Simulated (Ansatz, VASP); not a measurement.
**Ga3H in VASP and in Ansatz**

File INCAR:

```
PREC = Accurate
ENCUT = 600
EDIFF = 1E-7
ISMEAR = 0
SIGMA = 0.1
LREAL = F
LASPH = T
NELM = 80
ALGO = Normal
ISIF = 3
LWAVE = F
LCHARG = F
GGA = PE
IBRION = 2
NSW = 90
EDIFFG = -0.04
```

The input KPOINTS:

```
Automatic mesh
0
Gamma
  4 4 4
```

File POSCAR:

```
Ga3H
1.0
    0.0000000000      3.4549447200      3.4549447200
    3.4549447200      0.0000000000      3.4549447200
    3.4549447200      3.4549447200      0.0000000000
Ga H
3 1
Direct
    0.2500000000      0.2500000000      0.2500000000
    0.5000000000      0.5000000000      0.5000000000
    0.7500000000      0.7500000000      0.7500000000
    0.0000000000      0.0000000000      0.0000000000
```

Input for Ansatz:

```yaml
crystal:
  lattice:
    - [0.0, 3.45494472, 3.45494472]
    - [3.45494472, 0.0, 3.45494472]
    - [3.45494472, 3.45494472, 0.0]
  atoms:
    - { symbol: Ga, position: [0.25, 0.25, 0.25] }
    - { symbol: Ga, position: [0.5, 0.5, 0.5] }
    - { symbol: Ga, position: [0.75, 0.75, 0.75] }
    - { symbol: H, position: [0.0, 0.0, 0.0] }
basis:
  ecutwfc: 420
kpoints:
  mp_grid: { grid: [4, 4, 4] }
hamiltonian:
  xc: pbe
scf:
  occupations: { method: gaussian, width: 0.1 }
  lower_state_search: "off"
output:
  forces: true
  stress: true
  eigenvalues: true
relax:
  adjacent_minimum: "off"
  f_tol: 0.04
  max_steps: 70
  cell: { stress_tol: 0.4 }
```

Change from the starting cell: species swapped into the YMg3 type (Fm-3m, No. 225).

Alike in both runs: task relaxation of cell and atoms; functional PBE; k mesh 4 × 4 × 4; occupations gaussian, width 0.1 eV; no spin polarisation.

```csv
,VASP,Ansatz
version,VASP 6.6.1,Ansatz 0.2.0
potentials or method,"VASP PAW PBE potentials, release 64 (Ga_d, H), cutoff 600 eV","scalar-relativistic, plane waves, PAW"
valence electrons in the cell,40,40
```

```csv
,VASP,Ansatz,Ansatz less VASP
"gap on the k mesh at the Fermi level, each at its own relaxed structure (eV)",none,none,-
relaxed volume (Å³/atom),15.27,15.16,-0.111
relaxed length of the cell vector where the two differ most in proportion (Å),4.420,4.410,-0.0108
```

A gap of «none» marks a metal or a gap that the smearing closes.

The k mesh is coarse, so the values compare programs but aren't converged. Noted on VASP's run: the volume moved by over 15 % at a fixed basis, so the end points are rough.
